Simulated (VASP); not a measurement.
Crystal: Na.

```
Na
1.0
    -2.14100    2.14100    2.14100
     2.14100   -2.14100    2.14100
     2.14100    2.14100   -2.14100
Na
1
Direct
  0.00000 0.00000 0.00000
```

- Program: VASP 6.6.1
- Task: relaxation of cell and atoms
- Functional: PBEsol
- Potentials or basis: VASP PAW PBE potentials, release 64 (Na_pv)
- Cutoff: 600 eV
- k mesh: 9 × 9 × 9
- Occupations: fermi-dirac, width 0.05 eV
- Spin: no spin polarisation

At the start: pressure -0.5 GPa; volume 39.26 Å³/atom.

Where does the relaxation end?

Over 3 steps the energy falls by 5.7 meV/atom and the volume is 36.51 Å³/atom (-7.0 %); space group Im-3m (No. 229, to 0.05 Å).

Step by step:
```csv
step,energy change (eV),largest force (eV/Å),pressure (GPa),volume (Å³)
1,0.0000,0.0000,-0.51,39.26
2,-0.0022,0.0000,-0.43,38.56
3,-0.0057,0.0000,-0.04,36.51
```

Final structure:
```xyz
1
Lattice="-2.0898 2.0898 2.0898 2.0898 -2.0898 2.0898 2.0898 2.0898 -2.0898" Properties=species:S:1:pos:R:3 pbc="T T T"
Na    0.0000    0.0000    0.0000
```

Caveat: the PAW data sets were made with another functional, which shifts forces and pressure a little.
